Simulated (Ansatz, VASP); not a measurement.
Two plane-wave programs on Ni

INCAR

```
ALGO = Normal
EDIFF = 1E-7
ENCUT = 520
GGA = PE
ISIF = 2
ISMEAR = 0
ISPIN = 2
LASPH = True
LCHARG = False
LMAXMIX = 4
LORBIT = 11
LREAL = False
LWAVE = False
MAGMOM = 0.75
NBANDS = 15
NELM = 150
PREC = Accurate
SIGMA = 0.15
```

The input KPOINTS:

```
k-points
0
Gamma
  22 22 22
```

POSCAR

```
Ni
1.0
    0.0000000000      1.8909753312      1.4951897967
    1.8909753312      0.0000000000      1.4951897967
    1.8909753312      1.8909753312      0.0000000000
Ni
1
Direct
    0.0000000000      0.0000000000      0.0000000000
```

Input for Ansatz:

```yaml
crystal:
  lattice:
    - [0.0, 1.8909753312, 1.4951897967]
    - [1.8909753312, 0.0, 1.4951897967]
    - [1.8909753312, 1.8909753312, 0.0]
  atoms:
    - { symbol: Ni, position: [0.0, 0.0, 0.0], spin: 0.75 }
basis:
  ecutwfc: 520.0
kpoints:
  mp_grid: { grid: [22, 22, 22] }
hamiltonian:
  xc: pbe
scf:
  occupations: { method: gaussian, width: 0.15 }
output:
  forces: true
  stress: true
  eigenvalues: true
  populations: true
magnetization:
  spin_polarized: true
```

Change from the starting cell: strain +e along x and -e along y +0.0000, strain +e along z and -e/2 along x and y -0.1500.

Alike in both runs: task single point; functional PBE; k mesh 22 × 22 × 22; occupations gaussian, width 0.15 eV; collinear spin.

|  | VASP | Ansatz |
| --- | --- | --- |
| version | VASP 6.6.1 | Ansatz 0.2.0 |
| potentials or method | VASP PAW PBE potentials, release 64 (Ni), cutoff 520 eV | scalar-relativistic, plane waves, PAW |
| valence electrons in the cell | 10 | 18 |

Ansatz gave:

```
gap on the k mesh at the Fermi level (eV)                     : none
pressure (GPa)                                                : 5.4
traceless stress, the component that is largest in VASP (GPa) : 5.49
net moment per atom (μB)                                      : 0.58
size of the moment on the site where the two differ most (μB) : 0.61
```

Estimate VASP's values.

gap on the k mesh at the Fermi level (eV): none; pressure (GPa): 5.2; traceless stress, the component that is largest in VASP (GPa): 5.18; net moment per atom (μB): 0.56; size of the moment on the site where the two differ most (μB): 0.57.

Site moments also hang on the region over which each program counts them. A gap of «none» marks a metal or a gap that the smearing closes. The functional is the same, so the differences come from potentials, cutoffs and numerics. VASP's potentials hold 10 valence electrons a cell and Ansatz's 18, so a difference there can come from the potentials and not from the codes.
